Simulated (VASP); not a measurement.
The system is TiO.

```
Ti O
1.0
     2.85161    0.00000    0.00000
    -1.42580    2.46956    0.00000
     0.00000    0.00000    5.56750
Ti O
2 2
Direct
  0.33333 0.66667 0.25000
  0.66667 0.33333 0.75000
  0.00000 0.00000 0.00000
  0.00000 0.00000 0.50000
```

Base run:

* Program: VASP 6.6.1
* Functional: PBEsol
* Potentials or basis: VASP PAW PBE potentials, release 64 (Ti_sv, O)
* Cutoff: 520 eV
* k mesh: 24 × 24 × 10
* Occupations: gaussian, width 0.1 eV
* Spin: no spin polarisation

Its results: band gap on the k mesh zero (band 18 reaches 11.20 eV, above the bottom of band 19 at 10.99 eV); pressure -9.3 GPa.

Task: After a change of settings the same cell gave: band gap on the k mesh zero (filled and empty bands touch); pressure 45.9 GPa. Which change was it?
A. k mesh from 24 × 24 × 10 to 18 × 18 × 8; dispersion from none to D3(BJ)
B. k mesh from 24 × 24 × 10 to 9 × 9 × 4
C. k mesh from 24 × 24 × 10 to 24 × 24 × 12
D. k mesh from 24 × 24 × 10 to 1 × 1 × 1

Result: D.

Caveats: some runs use coarse meshes; the PAW data sets were made with another functional, which shifts forces and pressure a little; semilocal functionals often make such compounds metallic where correlation or magnetic order opens a gap, which also shifts bond lengths.
